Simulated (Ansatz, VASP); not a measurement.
One calculation of K, two programs

Contents of INCAR:

```
SYSTEM = K
PREC = Accurate
ENCUT = 520
EDIFF = 1E-6
ISMEAR = 0
SIGMA = 0.15
LREAL = .False.
LASPH = .True.
NELM = 100
ALGO = Fast
ISIF = 2
LWAVE = .False.
LCHARG = .True.
GGA = PS
LELF = .True.
LVHAR = .True.
NBANDS = 10
```

KPOINTS

```
Automatic mesh
0
Gamma
  14 14 14
  0 0 0
```

File POSCAR:

```
K
1.0
   -2.6834500000      2.6834500000      2.4871000000
    2.6834500000     -2.6834500000      2.4871000000
    2.6834500000      2.6834500000     -2.4871000000
K
1
Direct
    0.0000000000      0.0000000000      0.0000000000
```

Input for Ansatz:

```yaml
crystal:
  lattice:
    - [-2.68345, 2.68345, 2.4871]
    - [2.68345, -2.68345, 2.4871]
    - [2.68345, 2.68345, -2.4871]
  atoms:
    - { symbol: K, position: [0.0, 0.0, 0.0] }
basis:
  ecutwfc: 420
kpoints:
  mp_grid: { grid: [14, 14, 14] }
hamiltonian:
  xc: pbesol
scf:
  occupations: { method: gaussian, width: 0.15 }
output:
  forces: true
  stress: true
  eigenvalues: true
  write_density: true
  write_potential: true
  elf: true
  volumetric_format: npy
```

Change from the starting cell: strain +0.025 along x and y, -0.050 along z, atoms carried along.

Alike in both runs: task single point; functional PBEsol; k mesh 14 × 14 × 14; occupations gaussian, width 0.15 eV; no spin polarisation.

|  | VASP | Ansatz |
| --- | --- | --- |
| version | VASP 6.6.1 | Ansatz 0.2.0 |
| potentials or method | VASP PAW PBE potentials, release 64 (K_sv), cutoff 520 eV | scalar-relativistic, plane waves, PAW |
| valence electrons in the cell | 9 | 9 |

```csv
,VASP,Ansatz,Ansatz less VASP
gap on the k mesh at the Fermi level (eV),none,none,-
pressure (GPa),0.0,0.0,+0.01
"traceless stress, the component that is largest in VASP (GPa)",0.06,0.06,0.000
```

VASP's potentials were made for PBE, not for PBEsol. A gap of «none» marks a metal or a gap that the smearing closes. The functional is the same, so the differences come from potentials, cutoffs and numerics.
